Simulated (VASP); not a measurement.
# CdO (Fm-3m) in VASP: notebook, part 2 of 2

VASP 6.6.1. Earlier steps stand in the parts before.

## (6) Single point, LDA

This run uses another cell than the first one, of 12.95 Å³/atom.

Input file INCAR:

```
SYSTEM = CdO
ALGO = Normal ; EDIFF = 1E-6
ENCUT = 700 ; GGA = CA
GGA_COMPAT = .False. ; ISIF = 2
ISMEAR = 0 ; LASPH = .True.
LCHARG = .False. ; LREAL = .False.
LWAVE = .False. ; NBANDS = 20
NELM = 120 ; PREC = Accurate
SIGMA = 0.05
```

Input file KPOINTS:

```
k-points
0
Gamma
  8 8 8
  0 0 0
```

Input file POSCAR:

```
CdO
1.0
    0.0000000000      2.3481500455      2.3481500455
    2.3481500455      0.0000000000      2.3481500455
    2.3481500455      2.3481500455      0.0000000000
Cd O
1 1
Direct
    0.0000000000      0.0000000000      0.0000000000
    0.5000000000      0.5000000000      0.5000000000
```

Potentials or basis: VASP PAW LDA potentials, release 64 (Cd_sv_GW, O).

Started as:

```
$ cat potpaw_LDA.64/Cd_sv_GW/POTCAR potpaw_LDA.64/O/POTCAR > POTCAR
$ mpirun -np 1 vasp_std > vasp.out
```

OUTCAR:

```text
SYSTEM = CdO
   EDIFF = 1E-6
   ENCUT = 700
   GGA = CA
   ISIF = 2
   ISMEAR = 0
   LASPH = .True.
   LREAL = .False.
   NELM = 120
   PREC = Accurate

 ion  position               nearest neighbor table
   1  0.000  0.000  0.000-
   2  0.500  0.500  0.500-

  LATTYP: Found a face centered cubic cell.
 ALAT       =     4.6963000910

  Lattice vectors:

 A1 = (   0.0000000000,   2.3481500455,   2.3481500455)
 A2 = (   2.3481500455,   0.0000000000,   2.3481500455)
 A3 = (   2.3481500455,   2.3481500455,   0.0000000000)

Analysis of symmetry for initial positions (statically):
=====================================================================
 Subroutine PRICEL returns:
 Original cell was already a primitive cell.

 Routine SETGRP: Setting up the symmetry group for a
 face centered cubic supercell.

 Subroutine GETGRP returns: Found 48 space group operations
 (whereof 48 operations were pure point group operations)
 out of a pool of 48 trial point group operations.

The static configuration has the point symmetry O_h .

Analysis of symmetry for dynamics (positions and initial velocities):
=====================================================================
 Subroutine PRICEL returns:
 Original cell was already a primitive cell.

 Routine SETGRP: Setting up the symmetry group for a
 face centered cubic supercell.

 Subroutine GETGRP returns: Found 48 space group operations
 (whereof 48 operations were pure point group operations)
 out of a pool of 48 trial point group operations.

The dynamic configuration has the point symmetry O_h .

 Subroutine INISYM returns: Found 48 space group operations
 (whereof 48 operations are pure point group operations),
 and found     1 'primitive' translations

----------------------------------------------------------------------------------------
[... 107 lines left out ...]
   EFERMI =   0.00;   METHOD = LEGACY
   ISMEAR =     0;   SIGMA  =   0.05  broadening in eV -4-tet -1-fermi 0-gaus
   EFERMI_NEDOS =   21; number of points for ismear=-14 and -15
   IALGO  =     38    algorithm
   IMIX   =      4    mixing-type and parameters
     AMIX     =   0.40;   BMIX     =  1.00
     AMIX_MAG =   1.60;   BMIX_MAG =  1.00
  volume/ion in A,a.u.               =      12.95        87.37
  Fermi-wavevector in a.u.,A,eV,Ry     =   1.639319  3.097863 36.563839  2.687366
  Thomas-Fermi vector in A             =   2.730144
   LORBIT       =      0    0 simple, 1 ext, 2 COOP (PROOUT), +10 PAW based schemes
   GGA     = CA    functional components
   LHFCALC =     F    Hartree Fock is set to
   AEXX    =    0.0000 exact exchange contribution
   IVDW    =     0    specifies the selected vdW correction
   LEPSILON=     F    determine dielectric tensor
   LRPA    =     F    only Hartree local field effects (RPA)
 non-spin polarized calculation
 Gauss-broadening in eV      SIGMA  =   0.05
  energy-cutoff  :      700.00
  volume of cell :       25.89
 maximum number of plane-waves:      1106
 NGX is ok and might be reduce to    30
   NGX = 15   NGY = 15   NGZ = 15

 number of electron      25.9999996 magnetization

 Free energy of the ion-electron system (eV)
  ---------------------------------------------------
  ext. energy  EPLUGINS =         0.00000000
  ---------------------------------------------------
  free energy    TOTEN  =        -9.40689054 eV

  energy without entropy =       -9.40664793  energy(sigma->0) =       -9.40676923

 E-fermi :   4.7073     XC(G=0): -12.4588

 val. band max:        4.6653521288   @ k =   0.5000   0.0000   0.0000
 cond. band min:       5.5435777497   @ k =   0.1250   0.0000   0.0000
 fundamental gap:      0.8782256208
 Fermi energy:         4.7072518199

 k-point     1 :       0.0000    0.0000    0.0000
  band No.  band energies     occupation
      1     -95.1103      2.00000
      2     -56.5119      2.00000
      3     -56.5119      2.00000
      4     -56.5119      2.00000
      5     -12.4641      2.00000
      6      -2.0102      2.00000
[... 541 lines left out ...]
     19      23.8585      0.00000
     20      26.9768      0.00000

 [... further k-points ...]

------------------------ aborting loop because EDIFF is reached ----------------------------------------

  FORCE on cell =-STRESS in cart. coord.  units (eV):
  Direction    XX          YY          ZZ          XY          YZ          ZX
  --------------------------------------------------------------------------------------
  -------------------------------------------------------------------------------------
  Total       -0.9309982     -0.9309982     -0.9309982      0.0000000     -0.0000000      0.0000000
  in kB      -57.6039004    -57.6039004    -57.6039004      0.0000000     -0.0000000      0.0000000
  external PRESSURE =     -57.6039004 kB  Pullay stress =       0.0000000 kB

 VOLUME and BASIS-vectors are now :
 -----------------------------------------------------------------------------
  energy-cutoff  :      700.00
  volume of cell :       25.89
      direct lattice vectors                 reciprocal lattice vectors
     0.000000000  2.348150046  2.348150046    -0.212933582  0.212933582  0.212933582
     2.348150046  0.000000000  2.348150046     0.212933582 -0.212933582  0.212933582
     2.348150046  2.348150046  0.000000000     0.212933582  0.212933582 -0.212933582

 POSITION                                       TOTAL-FORCE (eV/Angst)
 -----------------------------------------------------------------------------------
      0.00000      0.00000      0.00000         0.000000     -0.000000     -0.000000
      2.34815      2.34815      2.34815        -0.000000      0.000000      0.000000
 -----------------------------------------------------------------------------------
    total drift:                                0.000000      0.000000      0.000000

  FREE ENERGIE OF THE ION-ELECTRON SYSTEM (eV)
  ---------------------------------------------------
  free  energy   TOTEN  =        -9.4068905381 eV

  energy  without entropy=       -9.4066479253  energy(sigma->0) =       -9.40676923
```

stdout:

```text
POSCAR found type information on POSCAR CdO
 POSCAR found :  2 types and       2 ions
 scaLAPACK will be used
 LDA part: xc-table for (Slater(with rela. corr.)+CA(PZ))
 , standard interpolation
 POSCAR, INCAR and KPOINTS ok, starting setup
 FFT: planning ... GRIDC
 FFT: planning ... GRID_SOFT
 FFT: planning ... GRID
 WAVECAR not read
 entering main loop
```

Run time: 30 s. Hardware: 1 thread of Intel Xeon Platinum 8259CL at 2.50GHz (Skylake/Cascade Lake), shared host; peak memory 0.17 GiB.

Results:

```
Free energy            : -9.4069 eV
Pressure               : -5.8 GPa
Band gap on the k mesh : zero (bands 13 and 14 overlap by 0.49 eV)
```

Caveat: the cell stands under tension; semilocal functionals underestimate gaps, and a narrow one can read as zero.

## (7) Summary

```csv
level,potentials or basis,cell,cutoff (eV),gap on the mesh (eV),pressure (GPa)
BLYP,"VASP PAW PBE potentials, release 64 (Cd_sv_GW, O)","a = 3.417 Å, angles 60.0°, 2 atoms",700,none,-0.1
PBE+D4,"VASP PAW PBE potentials, release 64 (Cd_sv_GW, O)","a = 3.341 Å, angles 60.0°, 2 atoms",700,none,0.0
LDA,"VASP PAW LDA potentials, release 64 (Cd_sv_GW, O)","a = 3.320 Å, angles 60.0°, 2 atoms",700,none,-5.6
r2SCAN,"VASP PAW PBE potentials, release 64 (Cd_sv_GW, O)","a = 3.305 Å, angles 60.0°, 2 atoms",770,0.14,2.7
LDA,"VASP PAW LDA potentials, release 64 (Cd_sv_GW, O)","a = 3.321 Å, angles 60.0°, 2 atoms",700,none,-5.8
```

Alike in all rows: task single point; no spin polarisation; k mesh 8 × 8 × 8; smearing gaussian 0.05 eV.

Caveats: semilocal functionals underestimate gaps, and a narrow one can read as zero; the PAW data sets were made with another functional, which shifts forces and pressure a little (at least some runs); the cell stands under tension (at least some runs).

Absolute energies hang on the potentials; compare differences alone.

The gap in the log of VASP goes by the Fermi energy; the results here count the filled bands.